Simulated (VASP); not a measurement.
Write the native input for VASP 6.6.1 that does the following.

* Task: single point
* Functional: PBE
* Potentials or basis: VASP PAW PBE potentials, release 64 (Zn, Se)
* Cutoff: 520 eV
* k mesh: 8 × 8 × 8
* Occupations: gaussian, width 0.01 eV
* Spin: no spin polarisation
* Dipole correction: no
* Further INCAR settings: ALGO = Normal; EDIFF = 1e-06; NBANDS = 16

The structure of ZnSe lies in POSCAR:

```
ZnSe
1.0
    0.0000000000      2.6106585328      2.6106585328
    2.6106585328      0.0000000000      2.6106585328
    2.6106585328      2.6106585328      0.0000000000
Zn Se
1 1
Direct
    0.0000000000      0.0000000000      0.0000000000
    0.7500000000      0.7500000000      0.7500000000
```

These files were run (other wordings do the same):

INCAR

```
ALGO = Normal
EDIFF = 1E-6
ENCUT = 520
GGA = PE
ISIF = 2
ISMEAR = 0
LASPH = T
LCHARG = F
LREAL = F
LWAVE = F
NBANDS = 16
NELM = 60
PREC = Accurate
SIGMA = 0.01
```

KPOINTS

```
k-points
0
Gamma
  8 8 8
```

Potentials or basis: VASP PAW PBE potentials, release 64 (Zn, Se).

Launch:

```console
$ cat potpaw_PBE.64/Zn/POTCAR potpaw_PBE.64/Se/POTCAR > POTCAR
$ mpirun -np 1 vasp_std > vasp.out
```

Results of the run:

- Pressure: 30.6 GPa
- Band gap on the k mesh: 2.30 eV, indirect (least direct gap 2.37 eV)

It took 16 s on 1 thread of Intel(R) Xeon(R) Platinum 8375C CPU @ 2.90GHz (Ice Lake), with other jobs on the host, peak memory 0.16 GiB.
